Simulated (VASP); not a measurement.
# Ru (Fm-3m) in VASP: single point with LDA

Aim: the single point of Ru with LDA.

Everything below comes from runs of VASP 6.6.1. Logs are shortened: lines on timing, memory, paths and dates and some standing lists are left out, and cuts for length are marked.

**1. The cell of the first run**

Symmetry: Fm-3m, No. 225, cubic system. Conventional cell: a = 3.745 Å, b = 3.745 Å, c = 3.745 Å, α = 90.00°, β = 90.00°, γ = 90.00°. Within 3.5 Å of Ru (site symmetry m-3m) lie 12 Ru at 2.65 Å.

**2. Single point, LDA**

INCAR reads:

```
  PREC = Accurate
  ENCUT = 520
  EDIFF = 1E-6
  ISMEAR = -1
  SIGMA = 0.13605693000000002
  LREAL = False
  LASPH = True
  NELM = 80
  ALGO = Normal
  ISIF = 2
  LWAVE = False
  LCHARG = False
  GGA = CA
  NBANDS = 13
```

KPOINTS reads:

```
Automatic mesh
0
Gamma
  15 15 15
```

POSCAR reads:

```
Ru
1.0
    0.0000000000      1.8723131888      1.8723131888
    1.8723131888      0.0000000000      1.8723131888
    1.8723131888      1.8723131888      0.0000000000
Ru
1
Direct
    0.0000000000      0.0000000000      0.0000000000
```

Potentials or basis: VASP PAW LDA potentials, release 64 (Ru_pv).

The run is started by

```bash
$ cat potpaw_LDA.64/Ru_pv/POTCAR > POTCAR
$ mpirun -np 1 vasp_std > vasp.out
```

OUTCAR:

```text
PREC = Accurate
   ENCUT = 520
   EDIFF = 1E-6
   ISMEAR = -1
   LREAL = False
   LASPH = True
   NELM = 80
   ISIF = 2
   GGA = CA

 ion  position               nearest neighbor table
   1  0.000  0.000  0.000-

  LATTYP: Found a face centered cubic cell.
 ALAT       =     3.7446263776

  Lattice vectors:

 A1 = (   0.0000000000,   1.8723131888,   1.8723131888)
 A2 = (   1.8723131888,   0.0000000000,   1.8723131888)
 A3 = (   1.8723131888,   1.8723131888,   0.0000000000)

Analysis of symmetry for initial positions (statically):
[... 5 lines left out ...]
 face centered cubic supercell.

 Subroutine GETGRP returns: Found 48 space group operations
 (whereof 48 operations were pure point group operations)
 out of a pool of 48 trial point group operations.

The static configuration has the point symmetry O_h .

Analysis of symmetry for dynamics (positions and initial velocities):
[... 5 lines left out ...]
 face centered cubic supercell.

 Subroutine GETGRP returns: Found 48 space group operations
 (whereof 48 operations were pure point group operations)
 out of a pool of 48 trial point group operations.

The dynamic configuration has the point symmetry O_h .

 Subroutine INISYM returns: Found 48 space group operations
 (whereof 48 operations are pure point group operations),
 and found     1 'primitive' translations

----------------------------------------------------------------------------------------

                                     Primitive cell

  volume of cell :      13.1270

  direct lattice vectors                    reciprocal lattice vectors
     0.000000000  1.872313189  1.872313189    -0.267049339  0.267049339  0.267049339
     1.872313189  0.000000000  1.872313189     0.267049339 -0.267049339  0.267049339
     1.872313189  1.872313189  0.000000000     0.267049339  0.267049339 -0.267049339

  length of vectors
     2.647850705  2.647850705  2.647850705     0.462543024  0.462543024  0.462543024

  position of ions in fractional coordinates (direct lattice)
     0.000000000  0.000000000  0.000000000

  ion indices of the primitive-cell ions
   primitive index   ion index
                 1           1

----------------------------------------------------------------------------------------

 KPOINTS: Automatic mesh

Automatic generation of k-mesh.
 Grid dimensions read from file:
 generate k-points for:   15   15   15

 Generating k-lattice:

  Cartesian coordinates                     Fractional coordinates (reciprocal lattice)
    -0.017803289  0.017803289  0.017803289     0.066666667  0.000000000  0.000000000
     0.017803289 -0.017803289  0.017803289     0.000000000  0.066666667  0.000000000
     0.017803289  0.017803289 -0.017803289     0.000000000  0.000000000  0.066666667

  Length of vectors
     0.030836202  0.030836202  0.030836202

  Shift w.r.t. Gamma in fractional coordinates (k-lattice)
     0.000000000  0.000000000  0.000000000

 Subroutine IBZKPT returns following result:
 ===========================================

 Found    120 irreducible k-points:

 Following reciprocal coordinates:
            Coordinates               Weight
  0.000000  0.000000  0.000000      1.000000
  0.066667  0.000000  0.000000      8.000000
  0.133333  0.000000  0.000000      8.000000
  0.200000  0.000000  0.000000      8.000000
  0.266667  0.000000  0.000000      8.000000
  0.333333  0.000000  0.000000      8.000000
[... 16 lines left out ...]
  0.133333  0.133333  0.000000      6.000000
  0.200000  0.133333  0.000000     24.000000
 [... further k-points ...]
   k-points           NKPTS =    120   k-points in BZ     NKDIM =    120   number of bands    NBANDS=     13
   number of dos      NEDOS =    301   number of ions     NIONS =      1
   total plane-waves  NPLWV =   8000
   dimension x,y,z NGX =    20 NGY =   20 NGZ =   20
   dimension x,y,z NGXF=    40 NGYF=   40 NGZF=   40
   ions per type =               1
   NGX,Y,Z   is equivalent  to a cutoff of  12.56, 12.56, 12.56 a.u.
   NGXF,Y,Z  is equivalent  to a cutoff of  25.11, 25.11, 25.11 a.u.
 SYSTEM =  unknown system
   PREC   = accura    normal or accurate (medium, high low for compatibility)
   ISTART =      0    job   : 0-new  1-cont  2-samecut
   ICHARG =      2    charge: 1-file 2-atom 10-const
   ISPIN  =      1    spin polarized calculation?
   LNONCOLLINEAR =      F non collinear calculations
   LSORBIT =      F    spin-orbit coupling
   LASPH  =      T    aspherical Exc in radial PAW
   ENCUT  =  520.0 eV  38.22 Ry    6.18 a.u.   4.92  4.92  4.92*2*pi/ulx,y,z
   NELM   =     80;   NELMIN=  2; NELMDL= -5     # of ELM steps
   EDIFF  = 0.1E-05   stopping-criterion for ELM
   LREAL  =      F    real-space projection
   EDIFFG = 0.1E-04   stopping-criterion for IOM
   NSW    =      0    number of steps for IOM
   IBRION =     -1    ionic relax: 0-MD 1-quasi-New 2-CG
   NFREE  =      0    steps in history (QN), initial steepest desc. (CG)
   ISIF   =      2    stress and relaxation
   ISYM   =      2    0-nonsym 1-usesym 2-fastsym
   POTIM  = 0.5000    time-step for ionic-motion
   TEBEG  =    0.0;   TEEND  =   0.0 temperature during run
   PSTRESS=    0.0 pullay stress
   NELECT =      14.0000    total number of electrons
   NUPDOWN=      -1.0000    fix difference up-down
   EMIN   =  10.00;   EMAX   =-10.00  energy-range for DOS
   EFERMI =   0.00;   METHOD = LEGACY
   ISMEAR =    -1;   SIGMA  =   0.14  broadening in eV -4-tet -1-fermi 0-gaus
   EFERMI_NEDOS =   21; number of points for ismear=-14 and -15
   IALGO  =     38    algorithm
   IMIX   =      4    mixing-type and parameters
     AMIX     =   0.40;   BMIX     =  1.00
     AMIX_MAG =   1.60;   BMIX_MAG =  1.00
  volume/ion in A,a.u.               =      13.13        88.59
  Fermi-wavevector in a.u.,A,eV,Ry     =   1.672614  3.160782 38.064162  2.797637
  Thomas-Fermi vector in A             =   2.757730
   LORBIT       =      0    0 simple, 1 ext, 2 COOP (PROOUT), +10 PAW based schemes
   GGA     = CA    functional components
   LHFCALC =     F    Hartree Fock is set to
   AEXX    =    0.0000 exact exchange contribution
   IVDW    =     0    specifies the selected vdW correction
   LEPSILON=     F    determine dielectric tensor
   LRPA    =     F    only Hartree local field effects (RPA)
 non-spin polarized calculation
  energy-cutoff  :      520.00
  volume of cell :       13.13
 maximum number of plane-waves:       364
   NGX =  9   NGY =  9   NGZ =  9

 number of electron      14.0000004 magnetization

 Free energy of the ion-electron system (eV)
  ---------------------------------------------------
  ext. energy  EPLUGINS =         0.00000000
  ---------------------------------------------------
  free energy    TOTEN  =       -10.60754429 eV

  energy without entropy =      -10.54897887  energy(sigma->0) =      -10.57826158

 E-fermi :  13.2349     XC(G=0): -14.5879

 val. band max:       13.2274667758   @ k =   0.1333   0.0667   0.0000
 cond. band min:      13.2657550974   @ k =  -0.1333   0.0667   0.0000
 fundamental gap:      0.0382883216
 Fermi energy:        13.2348567392

 k-point     1 :       0.0000    0.0000    0.0000
  band No.  band energies     occupation
      1     -28.9837      2.00000
      2     -28.9837      2.00000
      3     -28.9837      2.00000
      4       5.0950      2.00000
      5      10.5024      2.00000
      6      10.5024      2.00000
      7      10.5024      2.00000
      8      13.1105      1.42755
      9      13.1105      1.42755
     10      23.3034      0.00000
     11      28.2307      0.00000
     12      34.1103      0.00000
     13      34.1103      0.00000

 k-point     2 :       0.0667    0.0000    0.0000
  band No.  band energies     occupation
      1     -29.0392      2.00000
      2     -28.9908      2.00000
      3     -28.9908      2.00000
      4       5.2921      2.00000
      5      10.3979      2.00000
      6      10.5862      2.00000
      7      10.5862      2.00000
      8      13.0554      1.57812
      9      13.0554      1.57812
     10      23.3034      0.00000
     11      28.5692      0.00000
     12      33.2226      0.00000
     13      34.4381      0.00000

 k-point     3 :       0.1333    0.0000    0.0000
  band No.  band energies     occupation
      1     -29.1944      2.00000
      2     -29.0109      2.00000
      3     -29.0109      2.00000
      4       5.8374      2.00000
      5      10.1630      2.00000
      6      10.7885      2.00000
      7      10.7885      2.00000
      8      12.9561      1.77166
      9      12.9561      1.77166
     10      23.3034      0.00000
     11      29.4503      0.00000
     12      31.5468      0.00000
     13      35.3828      0.00000

 k-point     4 :       0.2000    0.0000    0.0000
  band No.  band energies     occupation
      1     -29.4191      2.00000
      2     -29.0403      2.00000
      3     -29.0403      2.00000
      4       6.5509      2.00000
      5      10.0430      2.00000
      6      10.9458      2.00000
      7      10.9458      2.00000
      8      13.0109      1.67672
      9      13.0109      1.67672
     10      23.3033      0.00000
     11      29.6696      0.00000
     12      30.6385      0.00000
     13      36.8367      0.00000

 k-point     5 :       0.2667    0.0000    0.0000
  band No.  band energies     occupation
      1     -29.6713      2.00000
      2     -29.0739      2.00000
      3     -29.0739      2.00000
      4       7.0461      2.00000
      5      10.4631      2.00000
      6      10.8927      2.00000
      7      10.8927      2.00000
      8      13.4028      0.45081
      9      13.4028      0.45081
     10      23.3032      0.00000
     11      28.1548      0.00000
     12      30.8031      0.00000
     13      38.5750      0.00000
[... 257 lines left out ...]
 k-point    22 :      -0.0667    0.0667    0.0000
  band No.  band energies     occupation
      1     -29.1161      2.00000
      2     -29.0230      2.00000
      3     -28.9932      2.00000
      4       5.6081      2.00000
      5      10.2081      2.00000
      6      10.7014      2.00000
      7      10.7644      2.00000
      8      12.8237      1.90711
      9      13.1411      1.33166
     10      23.3034      0.00000
     11      29.0998      0.00000
     12      32.4102      0.00000
     13      34.3854      0.00000

 k-point    23 :       0.1333    0.1333    0.0000
  band No.  band energies     occupation
      1     -29.1881      2.00000
      2     -29.0576      2.00000
      3     -29.0576      2.00000
      4       6.0890      2.00000
      5       9.7553      2.00000
      6      11.0902      2.00000
      7      11.0902      2.00000
      8      12.3047      1.99786
      9      13.3969      0.46619
     10      23.3034      0.00000
     11      29.9580      0.00000
     12      32.5504      0.00000
     13      34.4968      0.00000

 k-point    24 :       0.2000    0.1333    0.0000
  band No.  band energies     occupation
      1     -29.3343      2.00000
      2     -29.0950      2.00000
      3     -29.0849      2.00000
      4       6.6619      2.00000
      5       9.4386      2.00000
      6      11.2683      2.00000
      7      11.3759      2.00000
      8      12.1828      1.99912
      9      13.5513      0.17804
     10      23.3034      0.00000
     11      30.9149      0.00000
     12      31.5052      0.00000
     13      34.7203      0.00000

 [... further k-points ...]
[... 5 lines left out ...]
  --------------------------------------------------------------------------------------
  -------------------------------------------------------------------------------------
  Total        0.1509544      0.1509544      0.1509544      0.0000000     -0.0000000      0.0000000
  in kB       18.4242897     18.4242897     18.4242897      0.0000000     -0.0000000      0.0000000
  external PRESSURE =      18.4242897 kB  Pullay stress =       0.0000000 kB

 VOLUME and BASIS-vectors are now :
 -----------------------------------------------------------------------------
  energy-cutoff  :      520.00
  volume of cell :       13.13
      direct lattice vectors                 reciprocal lattice vectors
     0.000000000  1.872313189  1.872313189    -0.267049339  0.267049339  0.267049339
     1.872313189  0.000000000  1.872313189     0.267049339 -0.267049339  0.267049339
     1.872313189  1.872313189  0.000000000     0.267049339  0.267049339 -0.267049339

 POSITION                                       TOTAL-FORCE (eV/Angst)
 -----------------------------------------------------------------------------------
      0.00000      0.00000      0.00000         0.000000      0.000000      0.000000
 -----------------------------------------------------------------------------------
    total drift:                                0.000000     -0.000000      0.000000

  FREE ENERGIE OF THE ION-ELECTRON SYSTEM (eV)
  ---------------------------------------------------
  free  energy   TOTEN  =       -10.6075442937 eV

  energy  without entropy=      -10.5489788659  energy(sigma->0) =      -10.57826158
```

It took 22 s on 1 thread of Intel Xeon 8259CL, shared host; peak memory 0.13 GiB.

What came out:

```yaml
Free_energy: -10.6075 eV
Pressure: 1.8 GPa
Band_gap_on_the_k_mesh: zero (band 7 reaches 15.55 eV, above the bottom of band 8 at 11.80 eV)
```

Levels at points of the mesh, in eV from the Fermi level:
```
           k point  band 4  band 5  band 6  band 7  band 8  band 9  band 10  band 11
(0.00, 0.00, 0.00)   -8.14   -2.73   -2.73   -2.73   -0.12   -0.12    10.07    15.00
```
